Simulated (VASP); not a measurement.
## Te2Mo: single point with PBEsol

Te2Mo, a slab with vacuum:

```
Te Mo
1.0
     6.31961    0.00000    0.00534
     0.00000    3.37244    0.00000
    -0.05478    0.00000   36.17183
Te Mo
4 2
Direct
  0.07701 0.75000 0.44318
  0.92299 0.25000 0.55682
  0.56739 0.25000 0.45908
  0.43261 0.75000 0.54092
  0.81764 0.75000 0.50235
  0.18236 0.25000 0.49765
```

```
Program             : VASP 6.6.1
Task                : single point
Functional          : PBEsol
Potentials or basis : VASP PAW PBE potentials, release 64 (Te, Mo_sv)
Cutoff              : 500 eV
k mesh              : 6 × 10 × 1
Occupations         : gaussian, width 0.1 eV
Spin                : no spin polarisation
```

```
Largest force          : 0.030 eV/Å
Band gap on the k mesh : zero (bands 26 and 27 overlap by 0.52 eV)
```

Forces in eV/Å, atoms in the order of the input:
```
Te   0.001  0.000 -0.030
Te  -0.001  0.000  0.030
Te  -0.001  0.000 -0.023
Te   0.001  0.000  0.023
Mo  -0.008  0.000 -0.001
Mo   0.008  0.000  0.001
```

Levels at points of the mesh, in eV from the Fermi level:
```tsv
k point	band 22	band 23	band 24	band 25	band 26	band 27	band 28	band 29	band 30	band 31
(0.00, 0.00, 0.00)	-1.52	-1.19	-0.49	-0.46	0.40	0.48	1.22	1.63	2.02	2.47
(0.50, 0.00, 0.00)	-1.57	-1.54	-1.02	-0.73	-0.51	-0.12	1.35	1.36	1.82	2.81
(0.00, 0.50, 0.00)	-2.72	-1.78	-1.78	-1.54	-1.54	1.12	1.12	1.54	1.54	1.94
(0.50, 0.50, 0.00)	-2.47	-1.83	-1.83	-0.97	-0.97	1.15	1.15	1.79	1.79	2.28
```

Wall time 15 min on 1 thread of Oxide Virtual Turin-like Processor, on a shared host, peak memory 0.99 GiB.

Caveat: there is no dipole correction, which matters where the two faces differ; the PAW data sets were made with another functional, which shifts forces and pressure a little; spin-orbit coupling is left out, which moves the levels of the heavy elements.
